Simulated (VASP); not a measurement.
Input of a VASP 6.6.1 run:

The input INCAR:

```
ALGO = Normal
EDIFF = 1E-7
ENCUT = 520
GGA = PE
ISIF = 2
ISMEAR = -1
LASPH = T
LCHARG = F
LREAL = F
LWAVE = F
NBANDS = 18
NELM = 80
PREC = Accurate
SIGMA = 0.05
```

KPOINTS

```
k-points
0
Gamma
  7 7 5
```

File POSCAR:

```
P
1.0
    1.6750683127     -5.4732764407      0.0000000000
    1.6204179355      5.4567990095      0.0000000000
    0.0000000000      0.0000000000      4.5436355900
P
4
Direct
    0.9041431300      0.0958568700      0.5888151700
    0.0958568700      0.9041431300      0.4111848300
    0.5958568700      0.4041431300      0.0888151700
    0.4041431300      0.5958568700      0.9111848300
```

Potentials or basis: VASP PAW PBE potentials, release 64 (P).

Launch:

```bash
$ cat potpaw_PBE.64/P/POTCAR > POTCAR
$ mpirun -np 1 vasp_std > vasp.out
```

Question: Estimate the band gap on the k mesh.

Answer: 0.30 eV.

Question: Estimate the pressure.

Answer: 1.7 GPa.

Question: What does it give for the largest force?

Answer: 0.290 eV/Å.

Stress tensor (GPa, compression positive):
```
1.66 0.42 0.00
0.42 1.54 0.00
0.00 0.00 1.86
```

Caveat: semilocal functionals underestimate gaps, and a narrow one can read as zero. A k mesh can miss the band edges.
